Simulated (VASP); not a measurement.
# BeTe in VASP: notebook

BeTe is run at these levels: PBE; tasks: single point.

Program: VASP 6.6.1. These are calculated values, not measurements. Logs are shortened: lines on timing, memory, paths and dates and some standing lists are left out, and cuts for length are marked.

## 1. The cell of the first run

The cell holds a slab with vacuum, 24 atoms: a = 7.835 Å, b = 5.540 Å, c = 20.793 Å, α = 90.00°, β = 90.00°, γ = 90.00°.

## 2. Single point, PBE

INCAR reads:

```
SYSTEM = BeTe
  PREC = Accurate
  ENCUT = 520
  EDIFF = 1E-7
  ISMEAR = -1
  SIGMA = 0.05
  LREAL = Auto
  LASPH = .True.
  NELM = 80
  ALGO = Normal
  ISIF = 2
  LWAVE = .False.
  LCHARG = .False.
  GGA = PE
  NBANDS = 66
```

KPOINTS reads:

```
Automatic mesh
0
Gamma
  2 2 1
  0 0 0
```

POSCAR reads:

```
BeTe
1.0
    7.8347430000      0.0000000000      0.0000000000
    0.0000000000      5.5400000000      0.0000000000
    0.0000000000      0.0000000000     20.7934290000
Be Te
12 12
Direct
    0.0000000000      0.0000000000      0.0480921160
    0.7780472187      0.5806498195      0.1467771381
    0.2511250209      0.5235920578      0.1464308749
    0.5000036376      0.0000000000      0.0480921160
    0.4669585205      0.0548736462      0.2248162148
    0.2684835993      0.5440974729      0.3445848205
    0.7558512130      0.5535018051      0.3357695357
   -0.0079900515      0.0100541516      0.2346799078
   -0.0221704783      0.0562996390      0.4268271481
    0.7495970193      0.5006137184      0.5185484318
    0.2273590850      0.5272202166      0.5257382032
    0.4926007145      0.0897111913      0.4354500645
   -0.0176393789      0.2587003610      0.1474215725
    0.2500018188      0.7500000000      0.0480921160
    0.7500054565      0.7500000000      0.0480921160
    0.5019692414      0.3145487365      0.1322869835
    0.5186385820      0.2860469314      0.3279786129
    0.7237378431      0.8284657040      0.2390610995
    0.2351066270      0.7786462094      0.2387340732
    0.0025144411      0.3220216606      0.3414876882
   -0.0050544096      0.2853429603      0.5463937670
    0.2260444280      0.8197472924      0.4346517354
    0.7349188097      0.7857039711      0.4320499519
    0.4874697230      0.2997833935      0.5385884166
```

Potentials or basis: VASP PAW PBE potentials, release 64 (Be, Te).

The run is started by

```
$ cat potpaw_PBE.64/Be/POTCAR potpaw_PBE.64/Te/POTCAR > POTCAR
$ mpirun -np 1 vasp_std > vasp.out
```

OUTCAR:

```text
SYSTEM = BeTe
   PREC = Accurate
   ENCUT = 520
   EDIFF = 1E-7
   ISMEAR = -1
   LREAL = Auto
   LASPH = .True.
   NELM = 80
   ISIF = 2
   GGA = PE

 ion  position               nearest neighbor table
   1  0.000  0.000  0.048-  15 2.40  14 2.40  13 2.52
   2  0.778  0.581  0.147-  15 2.27  13 2.40  18 2.40  16 2.63
   3  0.251  0.524  0.146-  16 2.30  19 2.39  14 2.40  13 2.57
   4  0.500  0.000  0.048-  14 2.40  15 2.40  16 2.47
   5  0.467  0.055  0.225-  18 2.39  19 2.39  16 2.42  17 2.53
   6  0.268  0.544  0.345-  20 2.42  22 2.44  17 2.45  19 2.57
   7  0.756  0.554  0.336-  20 2.32  17 2.38  23 2.39  18 2.54
   8  0.992  0.010  0.235-  13 2.28  19 2.30  18 2.33  20 2.82
   9  0.978  0.056  0.427-  20 2.31  22 2.35  23 2.43  21 2.79
  10  0.750  0.501  0.519-  21 2.34  24 2.37  23 2.40
  11  0.227  0.527  0.526-  21 2.30  24 2.41  22 2.49
  12  0.493  0.090  0.435-  24 2.44  17 2.49  23 2.54  22 2.57
  13  0.982  0.259  0.147-   8 2.28   2 2.40   1 2.52   3 2.57  18 3.66
  14  0.250  0.750  0.048-   3 2.40   1 2.40   4 2.40  16 3.58
  15  0.750  0.750  0.048-   2 2.27   1 2.40   4 2.40  16 3.56
  16  0.502  0.315  0.132-   3 2.30   5 2.42   4 2.47   2 2.63  15 3.56  14 3.58
  17  0.519  0.286  0.328-   7 2.38   6 2.45  12 2.49   5 2.53  18 3.53
  18  0.724  0.828  0.239-   8 2.33   5 2.39   2 2.40   7 2.54  17 3.53  13 3.66
  19  0.235  0.779  0.239-   8 2.30   3 2.39   5 2.39   6 2.57
  20  0.003  0.322  0.341-   9 2.31   7 2.32   6 2.42   8 2.82
  21  0.995  0.285  0.546-  11 2.30  10 2.34   9 2.79
  22  0.226  0.820  0.435-   9 2.35   6 2.44  11 2.49  12 2.57
  23  0.735  0.786  0.432-   7 2.39  10 2.40   9 2.43  12 2.54
  24  0.487  0.300  0.539-  10 2.37  11 2.41  12 2.44

  LATTYP: Found a simple orthorhombic cell.
 ALAT       =     5.5400000000
 B/A-ratio  =     1.4142135379
 C/A-ratio  =     3.7533265343

  Lattice vectors:

 A1 = (   0.0000000000,  -5.5400000000,   0.0000000000)
 A2 = (   7.8347430000,   0.0000000000,   0.0000000000)
 A3 = (   0.0000000000,   0.0000000000,  20.7934290000)

Analysis of symmetry for initial positions (statically):
=====================================================================
 Subroutine PRICEL returns:
 Original cell was already a primitive cell.

 Routine SETGRP: Setting up the symmetry group for a
 simple orthorhombic supercell.

 Subroutine GETGRP returns: Found  1 space group operations
 (whereof  1 operations were pure point group operations)
 out of a pool of  8 trial point group operations.

The static configuration has the point symmetry C_1 .

Analysis of symmetry for dynamics (positions and initial velocities):
=====================================================================
 Subroutine PRICEL returns:
 Original cell was already a primitive cell.

 Routine SETGRP: Setting up the symmetry group for a
 simple orthorhombic supercell.

 Subroutine GETGRP returns: Found  1 space group operations
 (whereof  1 operations were pure point group operations)
 out of a pool of  8 trial point group operations.

The dynamic configuration has the point symmetry C_1 .

 Subroutine INISYM returns: Found  1 space group operations
 (whereof  1 operations are pure point group operations),
 and found     1 'primitive' translations

----------------------------------------------------------------------------------------

                                     Primitive cell

  volume of cell :     902.5279

  direct lattice vectors                    reciprocal lattice vectors
     7.834743000  0.000000000  0.000000000     0.127636605  0.000000000  0.000000000
     0.000000000  5.540000000  0.000000000     0.000000000  0.180505415  0.000000000
     0.000000000  0.000000000 20.793429000     0.000000000  0.000000000  0.048092116

  length of vectors
     7.834743000  5.540000000 20.793429000     0.127636605  0.180505415  0.048092116

  position of ions in fractional coordinates (direct lattice)
     0.000000000  0.000000000  0.048092116
     0.778047219  0.580649820  0.146777138
     0.251125021  0.523592058  0.146430875
     0.500003638  0.000000000  0.048092116
     0.466958521  0.054873646  0.224816215
     0.268483599  0.544097473  0.344584821
[... 16 lines left out ...]
     0.734918810  0.785703971  0.432049952
     0.487469723  0.299783394  0.538588417

  ion indices of the primitive-cell ions
   primitive index   ion index
                 1           1
                 2           2
                 3           3
                 4           4
                 5           5
                 6           6
[... 16 lines left out ...]
                23          23
                24          24

----------------------------------------------------------------------------------------

 KPOINTS: Automatic mesh

Automatic generation of k-mesh.
 Grid dimensions read from file:
 generate k-points for:    2    2    1

 Generating k-lattice:

  Cartesian coordinates                     Fractional coordinates (reciprocal lattice)
     0.063818303  0.000000000  0.000000000     0.500000000  0.000000000  0.000000000
     0.000000000  0.090252708  0.000000000     0.000000000  0.500000000  0.000000000
     0.000000000  0.000000000  0.048092116     0.000000000  0.000000000  1.000000000

  Length of vectors
     0.063818303  0.090252708  0.048092116

  Shift w.r.t. Gamma in fractional coordinates (k-lattice)
     0.000000000  0.000000000  0.000000000

 Subroutine IBZKPT returns following result:
 ===========================================

 Found      4 irreducible k-points:

 Following reciprocal coordinates:
            Coordinates               Weight
  0.000000  0.000000  0.000000      1.000000
  0.500000  0.000000  0.000000      1.000000
  0.000000  0.500000  0.000000      1.000000
  0.500000  0.500000  0.000000      1.000000
   k-points           NKPTS =      4   k-points in BZ     NKDIM =      4   number of bands    NBANDS=     66
   number of dos      NEDOS =    301   number of ions     NIONS =     24
   total plane-waves  NPLWV = 403200
   dimension x,y,z NGX =    60 NGY =   42 NGZ =  160
   dimension x,y,z NGXF=   120 NGYF=   84 NGZF=  320
   ions per type =              12  12
   NGX,Y,Z   is equivalent  to a cutoff of  12.73, 12.60, 12.79 a.u.
   NGXF,Y,Z  is equivalent  to a cutoff of  25.46, 25.21, 25.58 a.u.
 SYSTEM =  BeTe
   PREC   = accura    normal or accurate (medium, high low for compatibility)
   ISTART =      0    job   : 0-new  1-cont  2-samecut
   ICHARG =      2    charge: 1-file 2-atom 10-const
   ISPIN  =      1    spin polarized calculation?
   LNONCOLLINEAR =      F non collinear calculations
   LSORBIT =      F    spin-orbit coupling
   LASPH  =      T    aspherical Exc in radial PAW
   ENCUT  =  520.0 eV  38.22 Ry    6.18 a.u.  14.57 10.30 38.66*2*pi/ulx,y,z
   NELM   =     80;   NELMIN=  2; NELMDL= -5     # of ELM steps
   EDIFF  = 0.1E-06   stopping-criterion for ELM
   LREAL  =      T    real-space projection
   EDIFFG = 0.1E-05   stopping-criterion for IOM
   NSW    =      0    number of steps for IOM
   IBRION =     -1    ionic relax: 0-MD 1-quasi-New 2-CG
   NFREE  =      0    steps in history (QN), initial steepest desc. (CG)
   ISIF   =      2    stress and relaxation
   ISYM   =      2    0-nonsym 1-usesym 2-fastsym
   POTIM  = 0.5000    time-step for ionic-motion
   TEBEG  =    0.0;   TEEND  =   0.0 temperature during run
   PSTRESS=    0.0 pullay stress
   NELECT =      96.0000    total number of electrons
   NUPDOWN=      -1.0000    fix difference up-down
   EMIN   =  10.00;   EMAX   =-10.00  energy-range for DOS
   EFERMI =   0.00;   METHOD = LEGACY
   ISMEAR =    -1;   SIGMA  =   0.05  broadening in eV -4-tet -1-fermi 0-gaus
   EFERMI_NEDOS =   21; number of points for ismear=-14 and -15
   IALGO  =     38    algorithm
   IMIX   =      4    mixing-type and parameters
     AMIX     =   0.40;   BMIX     =  1.00
     AMIX_MAG =   1.60;   BMIX_MAG =  1.00
  volume/ion in A,a.u.               =      37.61       253.77
  Fermi-wavevector in a.u.,A,eV,Ry     =   0.775672  1.465808  8.186187  0.601668
  Thomas-Fermi vector in A             =   1.877989
   LORBIT       =      0    0 simple, 1 ext, 2 COOP (PROOUT), +10 PAW based schemes
   GGA     = PE    functional components
[... 5 lines left out ...]
 non-spin polarized calculation
  energy-cutoff  :      520.00
  volume of cell :      902.53
 maximum number of plane-waves:     24349
 NGX is ok and might be reduce to    60
   NGX = 29   NGY = 21   NGZ = 77

 number of electron      95.9999998 magnetization

 Free energy of the ion-electron system (eV)
  ---------------------------------------------------
  ext. energy  EPLUGINS =         0.00000000
  ---------------------------------------------------
  free energy    TOTEN  =       -86.07631808 eV

  energy without entropy =      -86.07631764  energy(sigma->0) =      -86.07631786

 E-fermi :   1.7862     XC(G=0):  -6.0365

 val. band max:        1.0613851336   @ k =   0.0000   0.0000   0.0000
 cond. band min:       2.5060299587   @ k =   0.0000   0.0000   0.0000
 fundamental gap:      1.4446448251
 Fermi energy:         1.7862364670

 k-point     1 :       0.0000    0.0000    0.0000
  band No.  band energies     occupation
      1     -11.2574      2.00000
      2     -10.7413      2.00000
      3     -10.1919      2.00000
      4     -10.0357      2.00000
      5      -9.8869      2.00000
      6      -9.6574      2.00000
[... 52 lines left out ...]
     59       4.1882      0.00000
     60       4.5021      0.00000

 k-point     2 :       0.5000    0.0000    0.0000
  band No.  band energies     occupation
      1     -10.9224      2.00000
      2     -10.7915      2.00000
      3     -10.4473      2.00000
      4     -10.3053      2.00000
      5      -9.9125      2.00000
      6      -9.7972      2.00000
[... 52 lines left out ...]
     59       4.6913      0.00000
     60       4.7578      0.00000

 k-point     3 :       0.0000    0.5000    0.0000
  band No.  band energies     occupation
      1     -10.5867      2.00000
      2     -10.4948      2.00000
      3     -10.2202      2.00000
      4     -10.1089      2.00000
      5      -9.9427      2.00000
      6      -9.8555      2.00000
[... 52 lines left out ...]
     59       4.7850      0.00000
     60       4.8952      0.00000

 k-point     4 :       0.5000    0.5000    0.0000
  band No.  band energies     occupation
      1     -10.3775      2.00000
      2     -10.3055      2.00000
      3     -10.1993      2.00000
      4     -10.1153      2.00000
      5      -9.9812      2.00000
      6      -9.8596      2.00000
[... 52 lines left out ...]
     59       5.0221      0.00000
     60       5.1570      0.00000
 [bands above 60 left out]

------------------------ aborting loop because EDIFF is reached ----------------------------------------

  FORCE on cell =-STRESS in cart. coord.  units (eV):
  Direction    XX          YY          ZZ          XY          YZ          ZX
  --------------------------------------------------------------------------------------
  -------------------------------------------------------------------------------------
  Total       11.1714248      4.8861457      1.8119236     -1.6548390     -4.5520051      0.3231593
  in kB       19.8316347      8.6739389      3.2165465     -2.9376882     -8.0807689      0.5736759
  external PRESSURE =      10.5740401 kB  Pullay stress =       0.0000000 kB

 VOLUME and BASIS-vectors are now :
 -----------------------------------------------------------------------------
  energy-cutoff  :      520.00
  volume of cell :      902.53
      direct lattice vectors                 reciprocal lattice vectors
     7.834743000  0.000000000  0.000000000     0.127636605  0.000000000  0.000000000
     0.000000000  5.540000000  0.000000000     0.000000000  0.180505415  0.000000000
     0.000000000  0.000000000 20.793429000     0.000000000  0.000000000  0.048092116

 POSITION                                       TOTAL-FORCE (eV/Angst)
 -----------------------------------------------------------------------------------
      0.00000      0.00000      1.00000        -0.031128     -0.477789      1.172573
      6.09580      3.21680      3.05200        -0.739290     -0.778805      0.728658
      1.96750      2.90070      3.04480        -0.939042     -0.018044     -0.083555
      3.91740      0.00000      1.00000        -0.104900     -0.391084      1.174291
      3.65850      0.30400      4.67470         0.316270      0.194854      0.432827
      2.10350      3.01430      7.16510        -0.162560      0.175473     -0.405925
[... 16 lines left out ...]
      5.75790      4.35280      8.98380        -0.239794      0.891789      0.466466
      3.81920      1.66080     11.19910         0.039060      0.086791      0.169346
 -----------------------------------------------------------------------------------
    total drift:                                0.005343     -0.009172     -0.010512

  FREE ENERGIE OF THE ION-ELECTRON SYSTEM (eV)
  ---------------------------------------------------
  free  energy   TOTEN  =       -86.0763180840 eV

  energy  without entropy=      -86.0763176434  energy(sigma->0) =      -86.07631786
```

Run time: 8.3 min. Hardware: 1 thread of Intel Xeon 6975P-C, shared host; peak memory 0.83 GiB.

What came out:

```
Free energy            : -86.0763 eV
Largest force          : 2.293 eV/Å
Band gap on the k mesh : 1.44 eV, direct
```

Forces in eV/Å, atoms in the order of the input:
```
Be  -0.031 -0.478  1.173
Be  -0.739 -0.779  0.729
Be  -0.939 -0.018 -0.084
Be  -0.105 -0.391  1.174
Be   0.316  0.195  0.433
Be  -0.163  0.175 -0.406
Be  -0.448  0.461 -0.470
Be  -0.338  0.657  1.100
Be  -0.154 -0.071  0.981
Be  -0.137 -0.129 -0.273
Be   0.452  0.002 -0.941
Be  -0.222 -0.692 -0.099
Te   1.092  1.299 -1.381
Te  -0.300  0.855 -1.278
Te   0.196  0.968 -2.070
Te   0.527 -0.698  0.130
Te  -1.057  0.267  0.551
Te   0.479 -1.293  0.376
Te   0.591 -0.301  0.553
Te   0.455 -0.669 -1.181
Te  -0.408 -0.216 -0.077
Te   1.134 -0.124  0.425
Te  -0.240  0.892  0.466
Te   0.039  0.087  0.169
```

Caveat: the k points lie up to 0.57 Å⁻¹ apart; spin-orbit coupling is left out, which moves the levels of the heavy elements.

(Continued in part 2 of 2.)
